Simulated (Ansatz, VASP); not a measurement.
AlGa3N4: VASP beside Ansatz

```
CELL_PARAMETERS angstrom
4.47169 0.00000 0.00000
0.00000 4.47169 0.00000
0.00000 0.00000 4.47169
ATOMIC_POSITIONS crystal
Al 0.00000 0.00000 0.00000
Ga 0.50000 0.50000 0.00000
Ga 0.50000 0.00000 0.50000
Ga 0.00000 0.50000 0.50000
N 0.75571 0.75571 0.24429
N 0.75571 0.24429 0.75571
N 0.24429 0.75571 0.75571
N 0.24429 0.24429 0.24429
```

Alike in both runs: task single point; functional PBEsol; k mesh 10 × 10 × 10; occupations gaussian, width 0.05 eV; no spin polarisation.

|  | VASP | Ansatz |
| --- | --- | --- |
| version | VASP 6.6.1 | Ansatz 0.2.0 |
| potentials or method | VASP PAW PBE potentials, release 64 (Al, Ga_d, N), cutoff 520 eV | scalar-relativistic, plane waves, PAW |
| valence electrons in the cell | 62 | 62 |

```tsv
	VASP	Ansatz	Ansatz less VASP
gap on the k mesh at the Fermi level (eV)	2.30	2.28	-0.020
pressure (GPa)	-0.7	-0.5	+0.14
rms of the force components (eV/Å)	0.057	0.053	-0.0035
```

VASP's potentials were made for PBE, not for PBEsol. Atom by atom the forces differ by 0.003 eV/Å (rms over components).
